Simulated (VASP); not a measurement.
Crystal: InPd.

```
In Pd
1.0
     3.30428    0.00000    0.00000
     0.00000    3.30428    0.00000
     0.00000    0.00000    3.30428
In Pd
1 1
Cartesian
  0.0000 0.0000 0.0000
  1.6521 1.6521 1.6521
```

| Quantity | Value |
| --- | --- |
| Program | VASP 6.6.1 |
| Task | relaxation of cell and atoms |
| Functional | MS2 |
| Potentials or basis | VASP PAW PBE potentials, release 64 (In_d, Pd) |
| Cutoff | 380 eV |
| k mesh | 9 × 9 × 9 |
| Occupations | methfessel-paxton, width 0.1 eV |
| Spin | no spin polarisation |

At the start: pressure -6.6 GPa; volume 18.04 Å³/atom.

Problem. How do energy, volume and symmetry change on relaxing?

Solution. Over 4 steps the energy falls by 17.3 meV/atom and the volume is 17.13 Å³/atom (-5.0 %); space group Pm-3m (No. 221, to 0.1 Å) before and after.

Step by step:
```
step  energy change (eV)  largest force (eV/Å)  pressure (GPa)  volume (Å³)
   1              0.0000                0.0000           -6.64        36.08
   2              0.0159                0.0000            9.90        32.31
   3             -0.0403                0.0000            0.00        34.26
   4             -0.0346                0.0000            0.01        34.26
```

Final structure:
```yaml
crystal:
  lattice:
    - [3.24793, 0.00000, 0.00000]
    - [0.00000, 3.24793, 0.00000]
    - [0.00000, 0.00000, 3.24793]
  atoms:
    - { symbol: In, position: [0.00000, 0.00000, 0.00000] }
    - { symbol: Pd, position: [0.50000, 0.50000, 0.50000] }
```

Caveat: the PAW data sets were made with another functional, which shifts forces and pressure a little.
